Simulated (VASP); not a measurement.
Set up this calculation in VASP 6.6.1, as the native input.

| Property | Result |
| --- | --- |
| Task | single point |
| Functional | LDA |
| Potentials or basis | VASP PAW LDA potentials, release 64 (Al, N) |
| Cutoff | 600 eV |
| k mesh | 9 × 9 × 6 |
| Occupations | gaussian, width 0.02 eV |
| Spin | no spin polarisation |
| Dipole correction | no |
| Further INCAR settings | ALGO = Normal; EDIFF = 1e-06; NBANDS = 16 |

The structure of AlN lies in POSCAR:

```
AlN
1.0
    3.2756806238      0.0000000000      0.0000000000
   -1.6378403119      2.8368226349      0.0000000000
    0.0000000000      0.0000000000      4.1006264518
Al N
2 2
Direct
    0.3333333333      0.6666666667      0.7500000000
    0.6666666667      0.3333333333      0.2500000000
    0.3333333333      0.6666666667      0.2500000000
    0.6666666667      0.3333333333      0.7500000000
```

These files were run (other wordings do the same):

INCAR

```
SYSTEM = AlN
  PREC = Accurate
  ENCUT = 600
  EDIFF = 1E-6
  ISMEAR = 0
  SIGMA = 0.02
  LREAL = .False.
  LASPH = .True.
  NELM = 120
  ALGO = Normal
  ISIF = 2
  LWAVE = .False.
  LCHARG = .False.
  GGA = CA
  NBANDS = 16
  GGA_COMPAT = .False.
```

KPOINTS

```
regular mesh
0
Gamma
  9 9 6
  0 0 0
```

Potentials or basis: VASP PAW LDA potentials, release 64 (Al, N).

The run is started by

```sh
$ cat potpaw_LDA.64/Al/POTCAR potpaw_LDA.64/N/POTCAR > POTCAR
$ mpirun -np 1 vasp_std > vasp.out
```

Results of the run:

```json
{
 "Pressure": "0.5 GPa",
 "Band gap on the k mesh": "3.63 eV, direct"
}
```

Run time: 52 s on 1 thread of Intel(R) Xeon(R) Platinum 8488C (Sapphire Rapids) (shared host), peak memory 0.16 GiB.
